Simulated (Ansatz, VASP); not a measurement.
NbAs in VASP and in Ansatz

```xyz
8
Lattice="3.4735 0.0000 0.0000 0.0000 3.4735 0.0000 0.0000 0.0000 24.7729" Properties=species:S:1:pos:R:3 pbc="T T T"
As    0.0000    0.0000    7.5000
As    1.7367    0.0000   10.4373
As    1.7367    1.7367   13.3746
As    0.0000    1.7367   16.3119
Nb    1.7367    1.7367    8.4610
Nb    0.0000    1.7367   11.3983
Nb    0.0000    0.0000   14.3356
Nb    1.7367    0.0000   17.2729
```

Alike in both runs: task single point; functional PBE; k mesh 10 × 10 × 1; occupations gaussian, width 0.1 eV; no spin polarisation.

```csv
,VASP,Ansatz
version,VASP 6.6.1,Ansatz 0.2.0
potentials or method,"VASP PAW PBE potentials, release 64 (As, Nb_sv), cutoff 520 eV","scalar-relativistic, plane waves, PAW"
valence electrons in the cell,72,112
```

```tsv
	VASP	Ansatz	Ansatz less VASP
gap on the k mesh at the Fermi level (eV)	none	none	-
rms of the force components (eV/Å)	0.276	0.276	-0.0001
```

A gap of «none» marks a metal or a gap that the smearing closes. VASP's potentials hold 72 valence electrons a cell and Ansatz's 112, so a difference there can come from the potentials and not from the codes.
